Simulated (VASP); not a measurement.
Set up this calculation in VASP 6.6.1, as the native input.

```yaml
Task: single point
Functional: LDA
Potentials_or_basis: VASP PAW LDA potentials, release 64 (Cs_sv)
Cutoff: 520 eV
k_mesh: 7 × 7 × 7
Occupations: fermi-dirac, width 0.1 eV
Spin: non-collinear spin, zero start, spin-orbit coupling
Starting_moments: "[[0.0, 0.0, 0.0]] μB"
Dipole_correction: no
Further_INCAR_settings: ALGO = Normal; EDIFF = 1e-06; NBANDS = 20
```

The structure of Cs lies in POSCAR:

```
Cs
1.0
    4.7366819425      0.0000000000      0.0000000000
    0.0000000000      4.7366819425      0.0000000000
    0.0000000000      0.0000000000      4.7366819425
Cs
1
Direct
    0.0000000000      0.0000000000      0.0000000000
```

This isn't the form of Cs at room conditions, which is bcc.

One way to write it, as run:

INCAR

```
SYSTEM = Cs
  PREC = Accurate
  ENCUT = 520
  EDIFF = 1E-6
  ISMEAR = -1
  SIGMA = 0.1
  LREAL = .False.
  LASPH = .True.
  NELM = 150
  ALGO = Normal
  ISIF = 2
  LWAVE = .False.
  LCHARG = .False.
  MAGMOM = 0 0 0
  LORBIT = 11
  LSORBIT = .True.
  GGA_COMPAT = .False.
  LORBMOM = .True.
  NBANDS = 20
```

KPOINTS

```
Automatic mesh
0
Gamma
  7 7 7
  0 0 0
```

Potentials or basis: VASP PAW LDA potentials, release 64 (Cs_sv).

Command:

```sh
$ cat potpaw_LDA.64/Cs_sv/POTCAR > POTCAR
$ mpirun -np 1 vasp_ncl > vasp.out
```

Results of the run:

The pressure is 0.0 GPa, the net moment is 0.00 μB per cell and the valence electrons inside the program's atomic spheres are Cs 6.52.

Wall time 25 s on 1 thread of AMD EPYC 9R45 96-Core Processor (Zen 5), with other jobs on the host, peak memory 0.28 GiB.
